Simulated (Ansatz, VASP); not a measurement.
One calculation of SnSe, two programs

```
CELL_PARAMETERS angstrom
0.00000 2.94394 3.07843
2.94394 0.00000 3.07843
2.94394 2.94394 0.00000
ATOMIC_POSITIONS crystal
Sn 0.00000 0.00000 0.00000
Se 0.50000 0.50000 0.50000
```

Change from the starting cell: strain -0.015 along x and y, +0.030 along z, atoms carried along.

Alike in both runs: task single point; functional PBE; dispersion D3(BJ); k mesh 10 × 10 × 10; occupations gaussian, width 0.05 eV; no spin polarisation.

|  | VASP | Ansatz |
| --- | --- | --- |
| version | VASP 6.6.1 | Ansatz 0.2.0 |
| potentials or method | VASP PAW PBE potentials, release 64 (Sn_d, Se), cutoff 520 eV | scalar-relativistic, plane waves, PAW |
| valence electrons in the cell | 20 | 30 |

Ansatz gave:

| Property | Result |
| --- | --- |
| gap on the k mesh at the Fermi level (eV) | 0.37 |
| least direct gap on the mesh (eV) | 0.46 |
| pressure (GPa) | 0.3 |
| traceless stress, the component that is largest in VASP (GPa) | -3.71 |

Q: Estimate VASP's values.

A: gap on the k mesh at the Fermi level (eV): 0.37; least direct gap on the mesh (eV): 0.46; pressure (GPa): 0.3; traceless stress, the component that is largest in VASP (GPa): -3.72.

VASP's potentials hold 20 valence electrons a cell and Ansatz's 30, so a difference there can come from the potentials and not from the codes.
